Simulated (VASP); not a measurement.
# BaTe (CsCl type) (Pm-3m) in VASP: further runs, part 2 of 2

VASP 6.6.1. Earlier steps stand in the parts before.

### Step 3. Electric field gradients, PBE (35.90 Å³/atom)

INCAR

```
PREC     = Accurate       # precision mode
ENCUT    = 520            # plane-wave cutoff, eV
EDIFF    = 1E-8           # SCF threshold, eV
ISMEAR   = -1             # smearing method
SIGMA    = 0.05           # smearing width, eV
LREAL    = F              # projectors in reciprocal space
LASPH    = T              # aspherical terms in the spheres
NELM     = 100            # most SCF steps
ALGO     = Normal         # electronic algorithm
ISIF     = 2              # what is computed and relaxed
LWAVE    = F              # write WAVECAR
LCHARG   = F              # write CHGCAR
GGA      = PE             # functional
LEFG     = T            
NBANDS   = 15             # bands
```

KPOINTS

```
Automatic mesh
0
Gamma
  9 9 9
```

POSCAR

```
BaTe
1.0
    4.1564905238      0.0000000000      0.0000000000
    0.0000000000      4.1564905238      0.0000000000
    0.0000000000      0.0000000000      4.1564905238
Ba Te
1 1
Direct
    0.0000000000      0.0000000000      0.0000000000
    0.5000000000      0.5000000000      0.5000000000
```

Potentials or basis: VASP PAW PBE potentials, release 64 (Ba_sv, Te).

Command:

```bash
$ cat potpaw_PBE.64/Ba_sv/POTCAR potpaw_PBE.64/Te/POTCAR > POTCAR
$ mpirun -np 1 vasp_std > vasp.out
```

OUTCAR:

```text
PREC = Accurate
   ENCUT = 520
   EDIFF = 1E-8
   ISMEAR = -1
   LREAL = F
   LASPH = T
   NELM = 100
   ISIF = 2
   GGA = PE

 ion  position               nearest neighbor table
   1  0.000  0.000  0.000-   2 3.60   2 3.60   2 3.60   2 3.60   2 3.60   2 3.60   2 3.60   2 3.60

   2  0.500  0.500  0.500-   1 3.60   1 3.60   1 3.60   1 3.60   1 3.60   1 3.60   1 3.60   1 3.60

  LATTYP: Found a simple cubic cell.
 ALAT       =     4.1564905238

  Lattice vectors:

 A1 = (   4.1564905238,   0.0000000000,   0.0000000000)
 A2 = (   0.0000000000,   4.1564905238,   0.0000000000)
 A3 = (   0.0000000000,   0.0000000000,   4.1564905238)

Analysis of symmetry for initial positions (statically):
=====================================================================
 Subroutine PRICEL returns:
 Original cell was already a primitive cell.

 Routine SETGRP: Setting up the symmetry group for a
 simple cubic supercell.

 Subroutine GETGRP returns: Found 48 space group operations
 (whereof 48 operations were pure point group operations)
 out of a pool of 48 trial point group operations.

The static configuration has the point symmetry O_h .

Analysis of symmetry for dynamics (positions and initial velocities):
=====================================================================
 Subroutine PRICEL returns:
 Original cell was already a primitive cell.

 Routine SETGRP: Setting up the symmetry group for a
 simple cubic supercell.

 Subroutine GETGRP returns: Found 48 space group operations
 (whereof 48 operations were pure point group operations)
 out of a pool of 48 trial point group operations.

The dynamic configuration has the point symmetry O_h .

 Subroutine INISYM returns: Found 48 space group operations
 (whereof 48 operations are pure point group operations),
 and found     1 'primitive' translations

----------------------------------------------------------------------------------------

                                     Primitive cell

  volume of cell :      71.8092

  direct lattice vectors                    reciprocal lattice vectors
     4.156490524  0.000000000  0.000000000     0.240587581  0.000000000  0.000000000
     0.000000000  4.156490524  0.000000000     0.000000000  0.240587581  0.000000000
     0.000000000  0.000000000  4.156490524     0.000000000  0.000000000  0.240587581

  length of vectors
     4.156490524  4.156490524  4.156490524     0.240587581  0.240587581  0.240587581

  position of ions in fractional coordinates (direct lattice)
     0.000000000  0.000000000  0.000000000
     0.500000000  0.500000000  0.500000000

  ion indices of the primitive-cell ions
   primitive index   ion index
                 1           1
                 2           2

----------------------------------------------------------------------------------------

 KPOINTS: Automatic mesh

Automatic generation of k-mesh.
 Grid dimensions read from file:
 generate k-points for:    9    9    9

 Generating k-lattice:

  Cartesian coordinates                     Fractional coordinates (reciprocal lattice)
[... 82 lines left out ...]
  Fermi-wavevector in a.u.,A,eV,Ry     =   0.992479  1.875514 13.401939  0.985015
  Thomas-Fermi vector in A             =   2.124294
   LORBIT       =      0    0 simple, 1 ext, 2 COOP (PROOUT), +10 PAW based schemes
   GGA     = PE    functional components
   LHFCALC =     F    Hartree Fock is set to
   AEXX    =    0.0000 exact exchange contribution
   IVDW    =     0    specifies the selected vdW correction
   LEPSILON=     F    determine dielectric tensor
   LRPA    =     F    only Hartree local field effects (RPA)
 non-spin polarized calculation
  energy-cutoff  :      520.00
  volume of cell :       71.81
 maximum number of plane-waves:      1953
 NGX is ok and might be reduce to    32
   NGX = 15   NGY = 15   NGZ = 15

 number of electron      16.0000001 magnetization

 Free energy of the ion-electron system (eV)
  ---------------------------------------------------
  ext. energy  EPLUGINS =         0.00000000
  ---------------------------------------------------
  free energy    TOTEN  =        -8.24533399 eV

  energy without entropy =       -8.24531899  energy(sigma->0) =       -8.24532649

 E-fermi :   4.6899     XC(G=0):  -9.1008

 val. band max:        4.3143489046   @ k =   0.4444   0.4444   0.0000
 cond. band min:       5.0012271766   @ k =   0.0000   0.0000   0.0000
 fundamental gap:      0.6868782721
 Fermi energy:         4.6899062347

 k-point     1 :       0.0000    0.0000    0.0000
  band No.  band energies     occupation
      1     -23.6121      2.00000
      2      -8.6372      2.00000
      3      -8.6372      2.00000
      4      -8.6372      2.00000
      5      -6.2231      2.00000
      6       4.0275      2.00000
      7       4.0275      2.00000
      8       4.0275      2.00000
      9       5.0012      0.00395
     10       5.0012      0.00395
     11       7.2041      0.00000
     12       9.1057      0.00000
     13       9.1057      0.00000
     14       9.1057      0.00000
[... 401 lines left out ...]
      2      -9.1316      2.00000
      3      -8.9580      2.00000
      4      -8.5933      2.00000
      5      -5.4717      2.00000
      6       1.7759      2.00000
      7       2.2913      2.00000
      8       3.6737      2.00000
      9       6.0588      0.00000
     10       7.3801      0.00000
     11       7.6071      0.00000
     12       8.7481      0.00000
     13       9.8130      0.00000
     14      11.0274      0.00000
     15      12.5001      0.00000

 [... further k-points ...]

------------------------ aborting loop because EDIFF is reached ----------------------------------------

  FORCE on cell =-STRESS in cart. coord.  units (eV):
  Direction    XX          YY          ZZ          XY          YZ          ZX
  --------------------------------------------------------------------------------------
  -------------------------------------------------------------------------------------
  Total        1.2844875      1.2844875      1.2844875      0.0000000     -0.0000000      0.0000000
  in kB       28.6589367     28.6589367     28.6589367      0.0000000     -0.0000000      0.0000000
  external PRESSURE =      28.6589367 kB  Pullay stress =       0.0000000 kB

 VOLUME and BASIS-vectors are now :
 -----------------------------------------------------------------------------
  energy-cutoff  :      520.00
  volume of cell :       71.81
      direct lattice vectors                 reciprocal lattice vectors
     4.156490524  0.000000000  0.000000000     0.240587581  0.000000000  0.000000000
     0.000000000  4.156490524  0.000000000     0.000000000  0.240587581  0.000000000
     0.000000000  0.000000000  4.156490524     0.000000000  0.000000000  0.240587581

 POSITION                                       TOTAL-FORCE (eV/Angst)
 -----------------------------------------------------------------------------------
      0.00000      0.00000      0.00000         0.000000      0.000000      0.000000
      2.07825      2.07825      2.07825         0.000000      0.000000      0.000000
 -----------------------------------------------------------------------------------
    total drift:                                0.000000      0.000000     -0.000000

  FREE ENERGIE OF THE ION-ELECTRON SYSTEM (eV)
  ---------------------------------------------------
  free  energy   TOTEN  =        -8.2453339923 eV

  energy  without entropy=       -8.2453189873  energy(sigma->0) =       -8.24532649

 Electric field gradients (V/A^2)
---------------------------------------------------------------------
 ion       V_xx      V_yy      V_zz      V_xy      V_xz      V_yz
---------------------------------------------------------------------
   1       0.000     0.000     0.000    -0.000    -0.000     0.000
   2       0.000     0.000    -0.000    -0.000    -0.000    -0.000
---------------------------------------------------------------------

 Electric field gradients after diagonalization (V/A^2)
 (convention: |V_zz| > |V_xx| > |V_yy|)
----------------------------------------------------------------------
 ion       V_xx      V_yy      V_zz     asymmetry (V_yy - V_xx)/ V_zz
----------------------------------------------------------------------
   1       0.000     0.000     0.000      -0.079
   2       0.000     0.000    -0.000       0.008
----------------------------------------------------------------------

           NMR quadrupolar parameters

 Cq : quadrupolar parameter    Cq=e*Q*V_zz/h
 eta: asymmetry parameters     (V_yy - V_xx)/ V_zz
 Q  : nuclear electric quadrupole moment in mb (millibarn)
----------------------------------------------------------------------
 ion       Cq(MHz)       eta       Q (mb)
----------------------------------------------------------------------
   1       0.000      -0.079       1.000
   2      -0.000       0.008       1.000
----------------------------------------------------------------------
```

It took 33 s on 1 thread of Intel Xeon Platinum 8259CL at 2.50GHz (Skylake/Cascade Lake), shared host; peak memory 0.2 GiB.

What came out:

| Item | Value |
| --- | --- |
| Free energy | -8.2453 eV |
| Pressure | 2.9 GPa |
| Band gap on the k mesh | 0.69 eV (least direct gap 0.97 eV) |
| Largest electric field gradient by atom | zero within the noise of the run |

Levels at points of the mesh, in eV from the valence-band top:
```tsv
k point	band 5	band 6	band 7	band 8	band 9	band 10	band 11	band 12
(0.00, 0.00, 0.00)	-10.54	-0.29	-0.29	-0.29	0.69	0.69	2.89	4.79
```

Caveat: spin-orbit coupling is left out, which moves the levels of the heavy elements; an odd mesh through Γ misses points on the zone boundary, where band edges can lie.

### Step 4. Electric field gradients, PBE (37.41 Å³/atom)

This run uses another cell than the first one, of 37.41 Å³/atom.

INCAR

```
ALGO = Normal
EDIFF = 1E-8
ENCUT = 520
GGA = PE
ISIF = 2
ISMEAR = -1
LASPH = T
LCHARG = F
LEFG = T
LREAL = F
LWAVE = F
NBANDS = 15
NELM = 100
PREC = Accurate
SIGMA = 0.05
```

KPOINTS

```
k-points
0
Gamma
  9 9 9
```

POSCAR

```
BaTe
1.0
    4.2138837783      0.0000000000      0.0000000000
    0.0000000000      4.2138837783      0.0000000000
    0.0000000000      0.0000000000      4.2138837783
Ba Te
1 1
Direct
    0.0000000000      0.0000000000      0.0000000000
    0.5000000000      0.5000000000      0.5000000000
```

Potentials or basis: VASP PAW PBE potentials, release 64 (Ba_sv, Te).

Command:

```bash
$ cat potpaw_PBE.64/Ba_sv/POTCAR potpaw_PBE.64/Te/POTCAR > POTCAR
$ mpirun -np 1 vasp_std > vasp.out
```

OUTCAR:

```text
EDIFF = 1E-8
   ENCUT = 520
   GGA = PE
   ISIF = 2
   ISMEAR = -1
   LASPH = T
   LREAL = F
   NELM = 100
   PREC = Accurate

 ion  position               nearest neighbor table
   1  0.000  0.000  0.000-   2 3.65   2 3.65   2 3.65   2 3.65   2 3.65   2 3.65   2 3.65   2 3.65

   2  0.500  0.500  0.500-   1 3.65   1 3.65   1 3.65   1 3.65   1 3.65   1 3.65   1 3.65   1 3.65

  LATTYP: Found a simple cubic cell.
 ALAT       =     4.2138837783

  Lattice vectors:

 A1 = (   4.2138837783,   0.0000000000,   0.0000000000)
 A2 = (   0.0000000000,   4.2138837783,   0.0000000000)
 A3 = (   0.0000000000,   0.0000000000,   4.2138837783)

Analysis of symmetry for initial positions (statically):
=====================================================================
 Subroutine PRICEL returns:
 Original cell was already a primitive cell.

 Routine SETGRP: Setting up the symmetry group for a
 simple cubic supercell.

 Subroutine GETGRP returns: Found 48 space group operations
 (whereof 48 operations were pure point group operations)
[... 620 lines left out ...]
     4.213883778  0.000000000  0.000000000     0.237310769  0.000000000  0.000000000
     0.000000000  4.213883778  0.000000000     0.000000000  0.237310769  0.000000000
     0.000000000  0.000000000  4.213883778     0.000000000  0.000000000  0.237310769

 POSITION                                       TOTAL-FORCE (eV/Angst)
 -----------------------------------------------------------------------------------
      0.00000      0.00000      0.00000         0.000000      0.000000      0.000000
      2.10694      2.10694      2.10694         0.000000      0.000000      0.000000
 -----------------------------------------------------------------------------------
    total drift:                                0.000000      0.000000     -0.000000

  FREE ENERGIE OF THE ION-ELECTRON SYSTEM (eV)
  ---------------------------------------------------
  free  energy   TOTEN  =        -8.2832355846 eV

  energy  without entropy=       -8.2832292522  energy(sigma->0) =       -8.28323242

 Electric field gradients (V/A^2)
---------------------------------------------------------------------
 ion       V_xx      V_yy      V_zz      V_xy      V_xz      V_yz
---------------------------------------------------------------------
   1      -0.000    -0.000     0.000    -0.000    -0.000     0.000
   2       0.000     0.000    -0.000     0.000    -0.000    -0.000
---------------------------------------------------------------------

 Electric field gradients after diagonalization (V/A^2)
 (convention: |V_zz| > |V_xx| > |V_yy|)
----------------------------------------------------------------------
 ion       V_xx      V_yy      V_zz     asymmetry (V_yy - V_xx)/ V_zz
----------------------------------------------------------------------
   1      -0.000    -0.000     0.000       0.064
   2       0.000    -0.000     0.000      -1.091
----------------------------------------------------------------------

           NMR quadrupolar parameters

 Cq : quadrupolar parameter    Cq=e*Q*V_zz/h
 eta: asymmetry parameters     (V_yy - V_xx)/ V_zz
 Q  : nuclear electric quadrupole moment in mb (millibarn)
----------------------------------------------------------------------
 ion       Cq(MHz)       eta       Q (mb)
----------------------------------------------------------------------
   1       0.000       0.064       1.000
   2       0.000      -1.091       1.000
----------------------------------------------------------------------
```

OSZICAR:

```text
N       E                     dE             d eps       ncg     rms          rms(c)
DAV:   1     0.802441228101E+02    0.80244E+02   -0.64242E+03  1050   0.908E+02
DAV:   2    -0.381522942556E+01   -0.84059E+02   -0.77850E+02  1466   0.158E+02
DAV:   3    -0.828728053822E+01   -0.44721E+01   -0.44469E+01  1378   0.378E+01
[... 15 lines left out ...]
DAV:  19    -0.828323567544E+01    0.50528E-07   -0.12972E-09   546   0.293E-04    0.144E-03
DAV:  20    -0.828323563071E+01    0.44729E-07   -0.11772E-09   539   0.270E-04    0.743E-04
DAV:  21    -0.828323560149E+01    0.29227E-07   -0.54442E-10   525   0.173E-04    0.301E-04
DAV:  22    -0.828323558747E+01    0.14019E-07   -0.22988E-10   525   0.104E-04    0.680E-05
DAV:  23    -0.828323558463E+01    0.28418E-08   -0.61661E-11   525   0.416E-05
   1 F= -.82832356E+01 E0= -.82832324E+01  d E =-.633244E-05
```

stdout:

```text
POSCAR found type information on POSCAR BaTe
 POSCAR found :  2 types and       2 ions
 scaLAPACK will be used
 LDA part: xc-table for (Slater+PW92), standard interpolation
 POSCAR, INCAR and KPOINTS ok, starting setup
 FFT: planning ... GRIDC
 FFT: planning ... GRID_SOFT
 FFT: planning ... GRID
 WAVECAR not read
 entering main loop
ion   1

ion   2
```

Wall time 38 s (1 thread of Intel Xeon Platinum 8259CL at 2.50GHz (Skylake/Cascade Lake), shared host); peak memory 0.2 GiB.

Results:

- Free energy: -8.2832 eV
- Pressure: 1.2 GPa
- Band gap on the k mesh: 0.79 eV (least direct gap 1.08 eV)
- Largest electric field gradient by atom: zero within the noise of the run

Caveat: spin-orbit coupling is left out, which moves the levels of the heavy elements; an odd mesh through Γ misses points on the zone boundary, where band edges can lie.
